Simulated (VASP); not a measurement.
# Pt (Cmme) in VASP: notebook

Pt is run at these levels: PBE; tasks: single point, relaxation of cell and atoms.

All numbers are computed with VASP 6.6.1; they aren't measurements. Logs are shortened: lines on timing, memory, paths and dates and some standing lists are left out, and cuts for length are marked.

### Step 1. The cell of the first run

It takes space group Cmme (No. 67, orthorhombic). Conventional cell: a = 5.367 Å, b = 5.562 Å, c = 3.562 Å, α = 90.00°, β = 90.00°, γ = 90.00°. Pt (site symmetry mm2) has 14 Pt at 2.84 to 3.86 Å within 3.9 Å.

The cell was built from a structure type or drawn by symmetry, and may not be a known phase.

### Step 2. Single point, PBE

INCAR reads:

```
SYSTEM = Pt
ALGO     = Normal         ! electronic algorithm
EDIFF    = 1E-6           ! SCF threshold, eV
ENCUT    = 520            ! plane-wave cutoff, eV
GGA      = PE             ! functional
ISIF     = 2              ! what is computed and relaxed
ISMEAR   = 0              ! smearing method
LASPH    = .TRUE.         ! aspherical terms in the spheres
LCHARG   = .FALSE.        ! write CHGCAR
LREAL    = .FALSE.        ! projectors in reciprocal space
LWAVE    = .FALSE.        ! write WAVECAR
NBANDS   = 17             ! bands
NELM     = 80             ! most SCF steps
PREC     = Accurate       ! precision mode
SIGMA    = 0.1            ! smearing width, eV
```

KPOINTS reads:

```
k-points
0
G
  4 4 6
  0 0 0
```

POSCAR reads:

```
Pt
1.0
    2.6836308800     -2.7811111200      0.0000000000
    2.6836308800      2.7811111200      0.0000000000
    0.0000000000      0.0000000000      3.5619719700
Pt
2
Direct
    0.7500000000      0.2500000000      0.6313953000
    0.2500000000      0.7500000000      0.3686047000
```

Potentials or basis: VASP PAW PBE potentials, release 64 (Pt).

Command:

```bash
> cat potpaw_PBE.64/Pt/POTCAR > POTCAR
> mpirun -np 1 vasp_std > vasp.out
```

OUTCAR:

```text
SYSTEM = Pt
   EDIFF = 1E-6
   ENCUT = 520
   GGA = PE
   ISIF = 2
   ISMEAR = 0
   LASPH = .TRUE.
   LREAL = .FALSE.
   NELM = 80
   PREC = Accurate

 ion  position               nearest neighbor table
   1  0.750  0.250  0.631-   2 2.84   2 2.84   2 2.93   2 2.93
   2  0.250  0.750  0.369-   1 2.84   1 2.84   1 2.93   1 2.93

  LATTYP: Found a base centered orthorhombic cell.
 ALAT       =     5.3672617600
 B/A-ratio  =     1.0363240119
 C/A-ratio  =     0.6636478952

  Lattice vectors:

 A1 = (   2.6836308800,  -2.7811111200,   0.0000000000)
 A2 = (   2.6836308800,   2.7811111200,   0.0000000000)
 A3 = (   0.0000000000,   0.0000000000,   3.5619719700)

Analysis of symmetry for initial positions (statically):
=====================================================================
 Subroutine PRICEL returns:
 Original cell was already a primitive cell.

 Routine SETGRP: Setting up the symmetry group for a
 base centered orthorhombic supercell.

 Subroutine GETGRP returns: Found  8 space group operations
 (whereof  4 operations were pure point group operations)
 out of a pool of  8 trial point group operations.

The static configuration has the point symmetry C_2h.
 The point group associated with its full space group is D_2h.

Analysis of symmetry for dynamics (positions and initial velocities):
=====================================================================
 Subroutine PRICEL returns:
 Original cell was already a primitive cell.

 Routine SETGRP: Setting up the symmetry group for a
 base centered orthorhombic supercell.

 Subroutine GETGRP returns: Found  8 space group operations
 (whereof  4 operations were pure point group operations)
 out of a pool of  8 trial point group operations.

The dynamic configuration has the point symmetry C_2h.
 The point group associated with its full space group is D_2h.

 Subroutine INISYM returns: Found  8 space group operations
 (whereof  4 operations are pure point group operations),
 and found     1 'primitive' translations

----------------------------------------------------------------------------------------

                                     Primitive cell

  volume of cell :      53.1694

  direct lattice vectors                    reciprocal lattice vectors
     2.683630880 -2.781111120  0.000000000     0.186314744 -0.179784258  0.000000000
     2.683630880  2.781111120  0.000000000     0.186314744  0.179784258  0.000000000
     0.000000000  0.000000000  3.561971970     0.000000000  0.000000000  0.280743366

  length of vectors
     3.864770855  3.864770855  3.561971970     0.258912270  0.258912270  0.280743366

  position of ions in fractional coordinates (direct lattice)
     0.750000000  0.250000000  0.631395300
     0.250000000  0.750000000  0.368604700

  ion indices of the primitive-cell ions
   primitive index   ion index
                 1           1
                 2           2

----------------------------------------------------------------------------------------

 KPOINTS: k-points

Automatic generation of k-mesh.
 Grid dimensions read from file:
 generate k-points for:    4    4    6

 Generating k-lattice:

  Cartesian coordinates                     Fractional coordinates (reciprocal lattice)
     0.046578686 -0.044946065  0.000000000     0.250000000 -0.000000000  0.000000000
     0.046578686  0.044946065  0.000000000    -0.000000000  0.250000000  0.000000000
     0.000000000  0.000000000  0.046790561     0.000000000  0.000000000  0.166666667

  Length of vectors
     0.064728067  0.064728067  0.046790561

  Shift w.r.t. Gamma in fractional coordinates (k-lattice)
     0.000000000  0.000000000  0.000000000

 Subroutine IBZKPT returns following result:
 ===========================================

 Found     28 irreducible k-points:

 Following reciprocal coordinates:
            Coordinates               Weight
  0.000000  0.000000  0.000000      1.000000
  0.250000  0.000000  0.000000      4.000000
  0.500000  0.000000  0.000000      2.000000
  0.250000  0.250000  0.000000      2.000000
  0.500000  0.250000  0.000000      4.000000
 -0.250000  0.250000  0.000000      2.000000
[... 16 lines left out ...]
  0.250000  0.000000  0.500000      4.000000
  0.500000  0.000000  0.500000      2.000000
 [... further k-points ...]
   k-points           NKPTS =     28   k-points in BZ     NKDIM =     28   number of bands    NBANDS=     17
   number of dos      NEDOS =    301   number of ions     NIONS =      2
   total plane-waves  NPLWV =  25200
   dimension x,y,z NGX =    30 NGY =   30 NGZ =   28
   dimension x,y,z NGXF=    60 NGYF=   60 NGZF=   56
   ions per type =               2
   NGX,Y,Z   is equivalent  to a cutoff of  12.90, 12.90, 13.07 a.u.
   NGXF,Y,Z  is equivalent  to a cutoff of  25.81, 25.81, 26.14 a.u.
 SYSTEM =  Pt
   PREC   = accura    normal or accurate (medium, high low for compatibility)
   ISTART =      0    job   : 0-new  1-cont  2-samecut
   ICHARG =      2    charge: 1-file 2-atom 10-const
   ISPIN  =      1    spin polarized calculation?
   LNONCOLLINEAR =      F non collinear calculations
   LSORBIT =      F    spin-orbit coupling
   LASPH  =      T    aspherical Exc in radial PAW
   ENCUT  =  520.0 eV  38.22 Ry    6.18 a.u.   7.19  7.19  6.62*2*pi/ulx,y,z
   NELM   =     80;   NELMIN=  2; NELMDL= -5     # of ELM steps
   EDIFF  = 0.1E-05   stopping-criterion for ELM
   LREAL  =      F    real-space projection
   EDIFFG = 0.1E-04   stopping-criterion for IOM
   NSW    =      0    number of steps for IOM
   IBRION =     -1    ionic relax: 0-MD 1-quasi-New 2-CG
   NFREE  =      0    steps in history (QN), initial steepest desc. (CG)
   ISIF   =      2    stress and relaxation
   ISYM   =      2    0-nonsym 1-usesym 2-fastsym
   POTIM  = 0.5000    time-step for ionic-motion
   TEBEG  =    0.0;   TEEND  =   0.0 temperature during run
   PSTRESS=    0.0 pullay stress
   NELECT =      20.0000    total number of electrons
   NUPDOWN=      -1.0000    fix difference up-down
   EMIN   =  10.00;   EMAX   =-10.00  energy-range for DOS
   EFERMI =   0.00;   METHOD = LEGACY
   ISMEAR =     0;   SIGMA  =   0.10  broadening in eV -4-tet -1-fermi 0-gaus
   EFERMI_NEDOS =   21; number of points for ismear=-14 and -15
   IALGO  =     38    algorithm
   IMIX   =      4    mixing-type and parameters
     AMIX     =   0.40;   BMIX     =  1.00
     AMIX_MAG =   1.60;   BMIX_MAG =  1.00
  volume/ion in A,a.u.               =      26.58       179.40
  Fermi-wavevector in a.u.,A,eV,Ry     =   1.181765  2.233211 19.001454  1.396567
  Thomas-Fermi vector in A             =   2.318032
   LORBIT       =      0    0 simple, 1 ext, 2 COOP (PROOUT), +10 PAW based schemes
   GGA     = PE    functional components
   LHFCALC =     F    Hartree Fock is set to
   AEXX    =    0.0000 exact exchange contribution
   IVDW    =     0    specifies the selected vdW correction
   LEPSILON=     F    determine dielectric tensor
   LRPA    =     F    only Hartree local field effects (RPA)
 non-spin polarized calculation
 Gauss-broadening in eV      SIGMA  =   0.10
  energy-cutoff  :      520.00
  volume of cell :       53.17
 maximum number of plane-waves:      1453
 NGX is ok and might be reduce to    30
   NGX = 15   NGY = 15   NGZ = 13

 number of electron      19.9999996 magnetization

 Free energy of the ion-electron system (eV)
  ---------------------------------------------------
  ext. energy  EPLUGINS =         0.00000000
  ---------------------------------------------------
  free energy    TOTEN  =        -9.16340503 eV

  energy without entropy =       -9.14215966  energy(sigma->0) =       -9.15278235

 E-fermi :   3.3906     XC(G=0): -10.1728

 val. band max:        3.3746399862   @ k =   0.2500   0.2500   0.0000
 cond. band min:       3.4481659459   @ k =   0.2500   0.2500   0.1667
 fundamental gap:      0.0735259597
 Fermi energy:         3.3905603360

 k-point     1 :       0.0000    0.0000    0.0000
  band No.  band energies     occupation
      1      -2.1620      2.00000
      2       0.0967      2.00000
      3       0.4968      2.00000
      4       1.2055      2.00000
      5       1.6130      2.00000
      6       2.2366      2.00000
[... 9 lines left out ...]
     16      15.0254      0.00000
     17      15.8472      0.00000

 k-point     2 :       0.2500    0.0000    0.0000
  band No.  band energies     occupation
      1      -1.3953      2.00000
      2       0.4581      2.00000
      3       0.6192      2.00000
      4       1.0581      2.00000
      5       1.2740      2.00000
      6       1.9596      2.00000
[... 9 lines left out ...]
     16      15.0009      0.00000
     17      16.6923      0.00000

 k-point     3 :       0.5000    0.0000    0.0000
  band No.  band energies     occupation
      1       0.3911      2.00000
      2       0.3911      2.00000
      3       0.9236      2.00000
      4       0.9236      2.00000
      5       1.1733      2.00000
      6       1.1733      2.00000
[... 9 lines left out ...]
     16      14.0880      0.00000
     17      14.9581      0.00000

 k-point     4 :       0.2500    0.2500    0.0000
  band No.  band energies     occupation
      1      -0.7227      2.00000
      2       0.7664      2.00000
      3       0.9408      2.00000
      4       1.0411      2.00000
      5       1.3732      2.00000
      6       1.4869      2.00000
[... 9 lines left out ...]
     16      14.2745      0.00000
     17      18.4540      0.00000

 k-point     5 :       0.5000    0.2500    0.0000
  band No.  band energies     occupation
      1       0.1323      2.00000
      2       0.3776      2.00000
      3       1.1856      2.00000
      4       1.2243      2.00000
      5       1.6665      2.00000
      6       1.7287      2.00000
[... 9 lines left out ...]
     16      15.0422      0.00000
     17      19.0829      0.00000

 k-point     6 :      -0.2500    0.2500    0.0000
  band No.  band energies     occupation
      1      -0.9381      2.00000
      2       0.8951      2.00000
      3       0.9248      2.00000
      4       1.1668      2.00000
      5       1.4696      2.00000
      6       1.5344      2.00000
[... 9 lines left out ...]
     16      14.2945      0.00000
     17      17.9836      0.00000

 k-point     7 :       0.5000    0.5000    0.0000
  band No.  band energies     occupation
      1      -0.0597      2.00000
      2       0.2618      2.00000
      3       1.7336      2.00000
      4       1.7561      2.00000
      5       1.9682      2.00000
      6       2.0905      2.00000
[... 9 lines left out ...]
     16      17.2855      0.00000
     17      18.6696      0.00000

 k-point     8 :       0.0000    0.0000    0.1667
  band No.  band energies     occupation
      1      -1.8497      2.00000
      2       0.1692      2.00000
      3       0.5365      2.00000
      4       1.3435      2.00000
      5       1.8971      2.00000
      6       2.0986      2.00000
[... 9 lines left out ...]
     16      15.6967      0.00000
     17      17.7312      0.00000
[... 203 lines left out ...]
      1       0.2935      2.00000
      2       0.5713      2.00000
      3       1.1066      2.00000
      4       1.2206      2.00000
      5       1.8474      2.00000
      6       1.9222      2.00000
[... 9 lines left out ...]
     16      11.7507      0.00000
     17      15.3252      0.00000

 k-point    20 :      -0.2500    0.2500    0.3333
  band No.  band energies     occupation
      1      -0.1226      2.00000
      2       0.7289      2.00000
      3       0.9211      2.00000
      4       1.0044      2.00000
      5       1.4422      2.00000
      6       2.1701      2.00000
[... 9 lines left out ...]
     16      14.1800      0.00000
     17      14.6997      0.00000

 k-point    21 :       0.5000    0.5000    0.3333
  band No.  band energies     occupation
      1       0.4116      2.00000
      2       0.7613      2.00000
      3       1.2288      2.00000
      4       1.2938      2.00000
      5       1.9425      2.00000
      6       2.0188      2.00000
[... 9 lines left out ...]
     16      11.4224      0.00000
     17      13.7780      0.00000

 k-point    22 :       0.0000    0.0000    0.5000
  band No.  band energies     occupation
      1      -0.6919      2.00000
      2       0.4121      2.00000
      3       0.6671      2.00000
      4       1.6271      2.00000
      5       1.7843      2.00000
      6       2.1025      2.00000
[... 9 lines left out ...]
     16      14.0157      0.00000
     17      15.1715      0.00000

 k-point    23 :       0.2500    0.0000    0.5000
  band No.  band energies     occupation
      1      -0.2704      2.00000
      2       0.5385      2.00000
      3       0.5396      2.00000
      4       1.3860      2.00000
      5       1.6579      2.00000
      6       1.8795      2.00000
[... 9 lines left out ...]
     16      14.8219      0.00000
     17      16.1678      0.00000

 k-point    24 :       0.5000    0.0000    0.5000
  band No.  band energies     occupation
      1       0.1611      2.00000
      2       0.1611      2.00000
      3       0.8000      2.00000
      4       0.8000      2.00000
      5       2.3562      2.00000
      6       2.3562      2.00000
[... 9 lines left out ...]
     16      15.2934      0.00000
     17      16.0077      0.00000

 [... further k-points ...]

------------------------ aborting loop because EDIFF is reached ----------------------------------------

  FORCE on cell =-STRESS in cart. coord.  units (eV):
  Direction    XX          YY          ZZ          XY          YZ          ZX
  --------------------------------------------------------------------------------------
  -------------------------------------------------------------------------------------
  Total       -8.6735659     -8.5219600     -6.5984839      0.0000000     -0.0000000      0.0000000
  in kB     -261.3645310   -256.7961202   -198.8351341      0.0000000     -0.0000000      0.0000000
  external PRESSURE =    -238.9985951 kB  Pullay stress =       0.0000000 kB

 VOLUME and BASIS-vectors are now :
 -----------------------------------------------------------------------------
  energy-cutoff  :      520.00
  volume of cell :       53.17
      direct lattice vectors                 reciprocal lattice vectors
     2.683630880 -2.781111120  0.000000000     0.186314744 -0.179784258  0.000000000
     2.683630880  2.781111120  0.000000000     0.186314744  0.179784258  0.000000000
     0.000000000  0.000000000  3.561971970     0.000000000  0.000000000  0.280743366

 POSITION                                       TOTAL-FORCE (eV/Angst)
 -----------------------------------------------------------------------------------
      2.68363     -1.39056      2.24901        -0.000000      0.000000     -1.010804
      2.68363      1.39056      1.31296         0.000000      0.000000      1.010804
 -----------------------------------------------------------------------------------
    total drift:                                0.000000      0.000000      0.000000

  FREE ENERGIE OF THE ION-ELECTRON SYSTEM (eV)
  ---------------------------------------------------
  free  energy   TOTEN  =        -9.1634050279 eV

  energy  without entropy=       -9.1421596628  energy(sigma->0) =       -9.15278235
```

Wall time 8.3 s (1 thread of Intel Xeon 6975P-C (Granite Rapids), shared host); peak memory 0.16 GiB.

What came out:

```
Free energy            : -9.1634 eV
Pressure               : -23.9 GPa
Largest force          : 1.011 eV/Å
Band gap on the k mesh : zero (bands 10 and 11 overlap by 0.61 eV)
```

Forces on the atoms (eV/Å):
```
Pt   0.000  0.000 -1.011
Pt   0.000  0.000  1.011
```

Stress tensor (GPa, compression positive):
```
-26.14   0.00   0.00
  0.00 -25.68   0.00
  0.00   0.00 -19.88
```

Caveat: the k points lie up to 0.41 Å⁻¹ apart, too coarse for converged energies and pressures of a metal; spin-orbit coupling is left out, which moves the levels of the heavy elements; forces of over 1 eV/Å act on the atoms, so gaps and moduli don't describe the material at rest.

(Continued in part 2 of 2.)
